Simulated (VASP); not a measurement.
A run of VASP 6.6.1 is set up as follows.

Contents of INCAR:

```
PREC = Accurate ; ENCUT = 600
EDIFF = 1E-7 ; ISMEAR = -1
SIGMA = 0.1 ; LREAL = False
LASPH = True ; NELM = 100
ALGO = Normal ; ISIF = 3
LWAVE = False ; LCHARG = False
GGA = PE ; IBRION = 2
NSW = 32 ; EDIFFG = -0.005
PSTRESS = 4100.0
```

Contents of KPOINTS:

```
regular mesh
0
Gamma
  21 21 21
```

The input POSCAR:

```
As
1.0
    0.0000000000      1.6087214576      1.6087214576
    1.6087214576      0.0000000000      1.6087214576
    1.6087214576      1.6087214576      0.0000000000
As
1
Direct
    0.0000000000      0.0000000000      0.0000000000
```

Potentials or basis: VASP PAW PBE potentials, release 64 (As).

Launch:

```console
$ cat potpaw_PBE.64/As/POTCAR > POTCAR
$ mpirun -np 1 vasp_std > vasp.out
```

What does it give for the relaxed cell?

a = 2.285 Å, b = 2.285 Å, c = 2.285 Å, α = 60.00°, β = 60.00°, γ = 60.00°.

What does it give for the space group after relaxing (to 0.05 Å)?

Fm-3m (No. 225).

Predict the relaxed volume.

8.44 Å³/atom.

The path:
| step | energy change (eV) | largest force (eV/Å) | pressure (GPa) | volume (Å³) |
| --- | --- | --- | --- | --- |
| 1 | 0.0000 | 0.0000 | 429.12 | 8.33 |
| 2 | -2.6388 | 0.0000 | 260.52 | 9.58 |
| 3 | -0.3105 | 0.0000 | 408.57 | 8.45 |
| 4 | -0.2890 | 0.0000 | 409.99 | 8.44 |

Caveat: the cell is relaxed towards a set pressure, so the enthalpy falls and the energy may rise.
